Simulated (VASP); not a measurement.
## CdS: vibrations by perturbation theory with PBEsol

CdS:

```
CELL_PARAMETERS angstrom
2.82414 2.82414 0.00000
-2.82414 2.82414 0.00000
0.00000 2.82414 2.82414
ATOMIC_POSITIONS crystal
Cd 0.00000 0.00000 0.00000
S 0.75000 0.25000 0.50000
```

| Property | Result |
| --- | --- |
| Program | VASP 6.6.1 |
| Task | vibrations by perturbation theory |
| Functional | PBEsol |
| Potentials or basis | VASP PAW PBE potentials, release 64 (Cd, S) |
| Cutoff | 520 eV |
| k mesh | 8 × 8 × 8 |
| Occupations | gaussian, width 0.01 eV |
| Spin | no spin polarisation |
| Dipole correction | no |
| Further INCAR settings | ALGO = Normal; EDIFF = 1e-08; IBRION = 8; NSW = 1 |

- Highest phonon frequency at Γ, LO-TO splitting left out: 278 cm⁻¹

Phonon frequencies in cm⁻¹ (negative: imaginary):
```tsv
q point	frequencies
(0.000, 0.000, 0.000)	0 0 0 278 278 278
```

Wall time 2.1 min on 1 thread of Intel(R) Xeon(R) 6975P-C (Granite Rapids) (shared host), peak memory 0.29 GiB.

Caveat: the cell stands under pressure or tension, which shifts response properties.
